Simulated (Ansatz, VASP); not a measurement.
# Two plane-wave programs on Hf2H3

```
CELL_PARAMETERS angstrom
3.57531 0.00000 0.00000
0.00000 4.39831 0.00000
0.00000 0.00000 5.30226
ATOMIC_POSITIONS crystal
Hf 0.50000 0.50000 0.50000
Hf 0.50000 0.00000 0.50000
H 0.00000 0.00000 0.50000
H 0.50000 0.00000 0.00000
H 0.00000 0.00000 0.00000
```

Change from the starting cell: species swapped into the Zr3Cd2 type (Pmmm, No. 47).

Alike in both runs: task single point; functional PBE; k mesh 6 × 4 × 4; occupations gaussian, width 0.1 eV; no spin polarisation.

|  | VASP | Ansatz |
| --- | --- | --- |
| version | VASP 6.6.1 | Ansatz 0.2.0 |
| potentials or method | VASP PAW PBE potentials, release 64 (Hf_pv, H), cutoff 520 eV | scalar-relativistic, plane waves, PAW |
| valence electrons in the cell | 23 | 55 |

|  | VASP | Ansatz | Ansatz less VASP |
| --- | --- | --- | --- |
| gap on the k mesh at the Fermi level (eV) | none | none | - |
| pressure (GPa) | 18.5 | 18.8 | +0.26 |
| traceless stress, the component that is largest in VASP (GPa) | 49.97 | 50.46 | +0.485 |

A gap of «none» marks a metal or a gap that the smearing closes. The functional is the same, so the differences come from potentials, cutoffs and numerics. VASP's potentials hold 23 valence electrons a cell and Ansatz's 55, so a difference there can come from the potentials and not from the codes.

Neither program's run includes spin-orbit coupling.
